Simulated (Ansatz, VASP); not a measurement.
## CdSi2: VASP beside Ansatz

```
CELL_PARAMETERS angstrom
5.25687 0.00000 0.00000
0.00000 5.25687 0.00000
0.00000 0.00000 5.27062
ATOMIC_POSITIONS crystal
Cd 0.00000 0.00000 0.00000
Cd 0.50000 0.50000 0.50000
Si 0.34879 0.34879 0.00000
Si 0.15121 0.84879 0.50000
Si 0.65121 0.65121 0.00000
Si 0.84879 0.15121 0.50000
```

Alike in both runs: functional PBE; k mesh 4 × 4 × 6; occupations gaussian, width 0.1 eV; no spin polarisation.

Ansatz relaxed the structure, and its values are those at the end. VASP's run is a single point on that final structure, the one shown.

|  | VASP | Ansatz |
| --- | --- | --- |
| version | VASP 6.6.1 | Ansatz 0.2.0 |
| potentials or method | VASP PAW PBE potentials, release 64 (Cd, Si), cutoff 520 eV | scalar-relativistic, plane waves, PAW |
| valence electrons in the cell | 40 | 56 |

```csv
,VASP,Ansatz,Ansatz less VASP
gap on the k mesh at the Fermi level (eV),none,none,-
pressure (GPa),0.2,0.1,-0.14
rms of the force components (eV/Å),0.010,0.002,-0.0077
```

A gap of «none» marks a metal or a gap that the smearing closes. VASP's potentials hold 40 valence electrons a cell and Ansatz's 56, so a difference there can come from the potentials and not from the codes.
